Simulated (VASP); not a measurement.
Ir, 2 atoms in the cell. The structure is trigonal, space group R-3m (No. 166). Conventional cell: a = 2.715 Å, b = 2.715 Å, c = 13.300 Å, α = 90.00°, β = 90.00°, γ = 120.00°. Ir (site symmetry 3m) has 12 Ir at 2.67 to 2.76 Å within 3.5 Å.  This cell differs from its parent crystal: atoms displaced along a vibrational mode.

```yaml
Program: VASP 6.6.1
Task: single point
Functional: PBE
Potentials_or_basis: VASP PAW PBE potentials, release 64 (Ir)
Cutoff: 520 eV
k_mesh: 24 × 24 × 20
Occupations: gaussian, width 0.15 eV
Spin: no spin polarisation
Dipole_correction: no
Further_INCAR_settings: ALGO = Fast; EDIFF = 1e-06; NBANDS = 16; ISYM = 0
```

Potentials or basis: VASP PAW PBE potentials, release 64 (Ir).

The run is started by

```console
$ cat potpaw_PBE.64/Ir/POTCAR > POTCAR
$ mpirun -np 4 vasp_std > vasp.out
```

Hardware: 4 MPI ranks on Oxide Virtual Turin-like Processor, on a shared host.

Q: How long does it take, and how much memory?

A: Run time: 17 min on 4 MPI ranks on Oxide Virtual Turin-like Processor, with other jobs on the host, peak memory 2 GiB a rank. Counts: scf iterations 17, k points 5764.
